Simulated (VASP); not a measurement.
# MgS (P1) in VASP: notebook

MgS is run at these levels: r2SCAN; tasks: single point.

Everything below comes from runs of VASP 6.6.1. Logs are shortened: lines on timing, memory, paths and dates and some standing lists are left out, and cuts for length are marked.

## Step 1: The cell of the first run

The typed cell holds 16 atoms: a = 7.358 Å, b = 7.358 Å, c = 7.358 Å, α = 60.00°, β = 60.00°, γ = 60.00°.

## Step 2: Single point, r2SCAN

The input, POSCAR:

```
MgS
1.0
    0.0000000000      5.2030354798      5.2030354798
    5.2030354798      0.0000000000      5.2030354798
    5.2030354798      5.2030354798      0.0000000000
Mg S
8 8
Direct
   -0.0028177782      0.0018568007     -0.0018533412
    0.0015203625     -0.0023931223      0.4965771443
    0.0015661050      0.5020406857     -0.0044129048
   -0.0006388578      0.4997957462      0.5037215314
    0.5020096461      0.0028612144     -0.0012358171
    0.4981392132      0.0010274771      0.5012187616
    0.5029121001      0.5019595792     -0.0026652711
    0.4917089284      0.5015170491      0.5037224924
    0.2470940291      0.2507801465      0.2540943657
    0.2523398130      0.2463069885      0.7496237562
    0.2497097137      0.7506100074      0.2502713089
    0.2476738829      0.7482409096      0.7497311935
    0.7481994915      0.2511540629      0.2487762202
    0.7549423822      0.2452260810      0.7502462774
    0.7529499876      0.7502540613      0.2489551542
    0.7506787173      0.7552919859      0.7489224348
```

The input, INCAR.step1:

```
PREC = Accurate ; ENCUT = 580
ISMEAR = -1 ; SIGMA = 0.02
LREAL = False ; LASPH = True
NELM = 120 ; NBANDS = 46
GGA = PE ; ALGO = Normal
EDIFF = 1E-5 ; LWAVE = True
LCHARG = False ; GGA_COMPAT = False
```

The input, INCAR.step2:

```
PREC = Accurate ; ENCUT = 580
EDIFF = 1E-6 ; ISMEAR = -1
SIGMA = 0.02 ; LREAL = False
LASPH = True ; NELM = 120
ALGO = Normal ; ISIF = 2
LWAVE = False ; LCHARG = False
METAGGA = R2SCAN ; LMIXTAU = True
NBANDS = 46 ; ISTART = 1
GGA_COMPAT = False
```

The input, KPOINTS:

```
Automatic mesh
0
Gamma
  2 2 2
```

Potentials or basis: VASP PAW PBE potentials, release 64 (Mg, S).

The run is started by

```console
$ cat potpaw_PBE.64/Mg/POTCAR potpaw_PBE.64/S/POTCAR > POTCAR
$ cp INCAR.step1 INCAR
$ mpirun -np 1 vasp_std > vasp.out
$ cp INCAR.step2 INCAR
$ mpirun -np 1 vasp_std > vasp.out
```

OUTCAR:

```text
PREC = Accurate
   ENCUT = 580
   EDIFF = 1E-6
   ISMEAR = -1
   LREAL = False
   LASPH = True
   NELM = 120
   ISIF = 2
   METAGGA = R2SCAN
   ISTART = 1

 ion  position               nearest neighbor table
   1  0.997  0.002  0.998-  14 2.55  15 2.58  10 2.60  13 2.60  12 2.61  11 2.63   5 3.64   4 3.65

   2  0.002  0.998  0.497-  16 2.57  11 2.57   9 2.60  12 2.60  13 2.61  14 2.61   8 3.63   4 3.64

   3  0.002  0.502  0.996-  12 2.56  16 2.59  15 2.61  10 2.61   9 2.62  13 2.62   8 3.61   4 3.64

   4  0.999  0.500  0.504-   9 2.59  10 2.60  14 2.60  16 2.61  11 2.61  15 2.61   8 3.63   3 3.64
                             7 3.64   2 3.64   1 3.65
   5  0.502  0.003  0.999-  14 2.58  16 2.59  10 2.60  15 2.61   9 2.62  11 2.63   1 3.64   8 3.66

   6  0.498  0.001  0.501-  10 2.57   9 2.59  13 2.60  16 2.60  15 2.62  12 2.62
   7  0.503  0.502  0.997-  13 2.58  16 2.61  11 2.61  12 2.62  14 2.62   9 2.64   4 3.64
   8  0.492  0.502  0.504-  12 2.56  10 2.57  11 2.58  13 2.63  14 2.65  15 2.65   3 3.61   2 3.63
                             4 3.63   5 3.66
   9  0.247  0.251  0.254-   6 2.59   4 2.59   2 2.60   5 2.62   3 2.62   7 2.64
  10  0.252  0.246  0.750-   6 2.57   8 2.57   5 2.60   4 2.60   1 2.60   3 2.61
  11  0.250  0.751  0.250-   2 2.57   8 2.58   4 2.61   7 2.61   5 2.63   1 2.63
  12  0.248  0.748  0.750-   3 2.56   8 2.56   2 2.60   1 2.61   7 2.62   6 2.62
  13  0.748  0.251  0.249-   7 2.58   1 2.60   6 2.60   2 2.61   3 2.62   8 2.63
  14  0.755  0.245  0.750-   1 2.55   5 2.58   4 2.60   2 2.61   7 2.62   8 2.65
  15  0.753  0.750  0.249-   1 2.58   5 2.61   4 2.61   3 2.61   6 2.62   8 2.65
  16  0.751  0.755  0.749-   2 2.57   5 2.59   3 2.59   6 2.60   4 2.61   7 2.61

  LATTYP: Found a face centered cubic cell.
 ALAT       =    10.4060709596

  Lattice vectors:

 A1 = (   0.0000000000,   5.2030354798,   5.2030354798)
 A2 = (   5.2030354798,   0.0000000000,   5.2030354798)
 A3 = (   5.2030354798,   5.2030354798,   0.0000000000)

Analysis of symmetry for initial positions (statically):
=====================================================================
 Subroutine PRICEL returns:
 Original cell was already a primitive cell.

 Routine SETGRP: Setting up the symmetry group for a
 face centered cubic supercell.

 Subroutine GETGRP returns: Found  1 space group operations
 (whereof  1 operations were pure point group operations)
 out of a pool of 48 trial point group operations.

The static configuration has the point symmetry C_1 .

Analysis of symmetry for dynamics (positions and initial velocities):
=====================================================================
 Subroutine PRICEL returns:
 Original cell was already a primitive cell.

 Routine SETGRP: Setting up the symmetry group for a
 face centered cubic supercell.

[... 127 lines left out ...]
   NUPDOWN=      -1.0000    fix difference up-down
   EMIN   =  10.00;   EMAX   =-10.00  energy-range for DOS
   EFERMI =   0.00;   METHOD = LEGACY
   ISMEAR =    -1;   SIGMA  =   0.02  broadening in eV -4-tet -1-fermi 0-gaus
   EFERMI_NEDOS =   21; number of points for ismear=-14 and -15
   IALGO  =     38    algorithm
   IMIX   =      4    mixing-type and parameters
     AMIX     =   0.40;   BMIX     =  1.00
     AMIX_MAG =   1.60;   BMIX_MAG =  1.00
  volume/ion in A,a.u.               =      17.61       118.82
  Fermi-wavevector in a.u.,A,eV,Ry     =   0.998929  1.887702 13.576703  0.997860
  Thomas-Fermi vector in A             =   2.131185
   LORBIT       =      0    0 simple, 1 ext, 2 COOP (PROOUT), +10 PAW based schemes
   METAGGA = R2SCAN    functional components
   LHFCALC =     F    Hartree Fock is set to
   AEXX    =    0.0000 exact exchange contribution
   IVDW    =     0    specifies the selected vdW correction
   LEPSILON=     F    determine dielectric tensor
   LRPA    =     F    only Hartree local field effects (RPA)
 non-spin polarized calculation
  energy-cutoff  :      580.00
  volume of cell :      281.71
 maximum number of plane-waves:      8952
 NGX is ok and might be reduce to    60
   NGX = 29   NGY = 29   NGZ = 29

 number of electron      63.9999998 magnetization

 Free energy of the ion-electron system (eV)
  ---------------------------------------------------
  ext. energy  EPLUGINS =         0.00000000
  ---------------------------------------------------
  free energy    TOTEN  =      -123.72949858 eV

  energy without entropy =     -123.72949858  energy(sigma->0) =     -123.72949858

 E-fermi :   4.0121     XC(G=0): -10.0825

 val. band max:        3.5270304084   @ k =   0.0000   0.0000   0.0000
 cond. band min:       6.9319394810   @ k =   0.0000   0.0000   0.0000
 fundamental gap:      3.4049090727
 Fermi energy:         4.0120701618

 k-point     1 :       0.0000    0.0000    0.0000
  band No.  band energies     occupation
      1      -9.6722      2.00000
      2      -8.3532      2.00000
      3      -8.3434      2.00000
      4      -8.3329      2.00000
      5      -8.3317      2.00000
      6      -7.9418      2.00000
[... 365 lines left out ...]
     43      11.8530      0.00000
     44      11.8997      0.00000
 [bands above 44 left out]

------------------------ aborting loop because EDIFF is reached ----------------------------------------

  FORCE on cell =-STRESS in cart. coord.  units (eV):
  Direction    XX          YY          ZZ          XY          YZ          ZX
  --------------------------------------------------------------------------------------
  -------------------------------------------------------------------------------------
  Total       -0.1007963     -0.0763359     -0.0545717      0.0026025      0.0040350      0.0009905
  in kB       -0.5732642     -0.4341493     -0.3103686      0.0148014      0.0229482      0.0056333
  external PRESSURE =      -0.4392607 kB  Pullay stress =       0.0000000 kB

 VOLUME and BASIS-vectors are now :
 -----------------------------------------------------------------------------
  energy-cutoff  :      580.00
  volume of cell :      281.71
      direct lattice vectors                 reciprocal lattice vectors
     0.000000000  5.203035480  5.203035480    -0.096097749  0.096097749  0.096097749
     5.203035480  0.000000000  5.203035480     0.096097749 -0.096097749  0.096097749
     5.203035480  5.203035480  0.000000000     0.096097749  0.096097749 -0.096097749

 POSITION                                       TOTAL-FORCE (eV/Angst)
 -----------------------------------------------------------------------------------
      5.20305     10.38177      5.19804         0.034087      0.135475     -0.061529
      7.77429      2.59162      5.19849         0.095257     -0.068099      0.129401
      7.79221      5.18822      2.62028         0.123505      0.131722     -0.161733
      5.22134      7.82059      7.80017        -0.090808     -0.134772      0.023011
      5.21149      7.80858      2.62686         0.090214      0.096624     -0.092040
      2.61320      5.19969      2.59718        -0.156250     -0.053465      0.041681
[... 8 lines left out ...]
      5.19892      5.21295      7.82122         0.072522     -0.015500     -0.174631
      7.82648      7.80248      7.83562        -0.137738     -0.021139     -0.214556
 -----------------------------------------------------------------------------------
    total drift:                               -0.004697     -0.000602     -0.000926

  FREE ENERGIE OF THE ION-ELECTRON SYSTEM (eV)
  ---------------------------------------------------
  free  energy   TOTEN  =      -123.7294985756 eV

  energy  without entropy=     -123.7294985756  energy(sigma->0) =     -123.72949858
```

OUTCAR.step1:

```text
PREC = Accurate
   ENCUT = 580
   ISMEAR = -1
   LREAL = False
   LASPH = True
   NELM = 120
[... 631 lines left out ...]
      2.61320      5.19969      2.59718        -0.155403     -0.050532      0.037545
[... 8 lines left out ...]
      5.19892      5.21295      7.82122         0.065333     -0.009489     -0.170701
      7.82648      7.80248      7.83562        -0.123387     -0.022913     -0.200260
 -----------------------------------------------------------------------------------
    total drift:                               -0.000076     -0.000078      0.000016

  FREE ENERGIE OF THE ION-ELECTRON SYSTEM (eV)
  ---------------------------------------------------
  free  energy   TOTEN  =       -67.5978918053 eV

  energy  without entropy=      -67.5978918053  energy(sigma->0) =      -67.59789181
```

OSZICAR.step1:

```text
N       E                     dE             d eps       ncg     rms          rms(c)
DAV:   1     0.309796937122E+03    0.30980E+03   -0.26991E+04   736   0.127E+03
DAV:   2    -0.379445771778E+02   -0.34774E+03   -0.32571E+03   958   0.195E+02
DAV:   3    -0.704059961616E+02   -0.32461E+02   -0.32241E+02   944   0.635E+01
DAV:   4    -0.709830466926E+02   -0.57705E+00   -0.57627E+00   874   0.101E+01
DAV:   5    -0.709951774444E+02   -0.12131E-01   -0.12124E-01   884   0.151E+00    0.124E+01
DAV:   6    -0.679433159254E+02    0.30519E+01   -0.60555E+00   820   0.683E+00    0.989E+00
DAV:   7    -0.675942725653E+02    0.34904E+00   -0.17811E+00   852   0.385E+00    0.613E+00
DAV:   8    -0.675988232732E+02   -0.45507E-02   -0.11312E-01   814   0.137E+00    0.164E+00
DAV:   9    -0.675974908572E+02    0.13324E-02   -0.56280E-03   856   0.301E-01    0.231E-01
DAV:  10    -0.675978487580E+02   -0.35790E-03   -0.75769E-04   836   0.112E-01    0.612E-02
DAV:  11    -0.675978930537E+02   -0.44296E-04   -0.79440E-05   864   0.371E-02    0.216E-02
DAV:  12    -0.675978918053E+02    0.12484E-05   -0.33834E-06   446   0.709E-03
   1 F= -.67597892E+02 E0= -.67597892E+02  d E =-.216250E-11
```

It took 4.5 min on 1 thread of Intel Xeon 6975P-C (Granite Rapids), shared host; peak memory 0.56 GiB.

Results:

| Quantity | Value |
| --- | --- |
| Free energy | -123.7295 eV |
| Pressure | 0.0 GPa |
| Largest force | 0.311 eV/Å |
| Band gap on the k mesh | 3.40 eV |

Forces on the atoms (eV/Å):
```
Mg   0.034  0.135 -0.062
Mg   0.095 -0.068  0.129
Mg   0.124  0.132 -0.162
Mg  -0.091 -0.135  0.023
Mg   0.090  0.097 -0.092
Mg  -0.156 -0.053  0.042
Mg   0.009  0.005 -0.124
Mg  -0.181  0.099  0.222
S   -0.156 -0.065  0.100
S    0.157 -0.007 -0.008
S   -0.087 -0.045  0.041
S   -0.005  0.173  0.143
S    0.047  0.015  0.089
S    0.185 -0.246  0.048
S    0.073 -0.015 -0.175
S   -0.138 -0.021 -0.215
```

Levels at points of the mesh, in eV from the valence-band top:
```
           k point  band 29  band 30  band 31  band 32  band 33  band 34  band 35  band 36
(0.00, 0.00, 0.00)    -0.62    -0.01     0.00     0.00     3.40     3.41     3.41     4.59
(0.50, 0.00, 0.00)    -0.38    -0.36    -0.33    -0.31     4.99     4.99     5.00     5.03
(0.00, 0.50, 0.00)    -0.36    -0.35    -0.33    -0.33     4.98     5.00     5.02     5.02
(0.00, 0.00, 0.50)    -0.43    -0.41    -0.28    -0.27     4.96     4.96     4.97     5.06
(0.50, 0.50, 0.50)    -0.38    -0.38    -0.32    -0.31     4.98     4.99     5.00     5.03
(0.50, 0.50, 0.00)    -0.68    -0.67    -0.66    -0.63     5.67     5.70     5.88     5.88
(0.00, 0.50, 0.50)    -0.69    -0.66    -0.65    -0.63     5.67     5.69     5.88     5.88
(0.50, 0.00, 0.50)    -0.68    -0.66    -0.65    -0.63     5.66     5.70     5.88     5.88
```

Caveat: the k points lie up to 0.52 Å⁻¹ apart; the atoms stand as in a frame of molecular dynamics; the PAW data sets were made with another functional, which shifts forces and pressure a little. r2SCAN opens gaps a little over a GGA but as a rule still falls short of measured ones.

(Continued in part 2 of 2.)
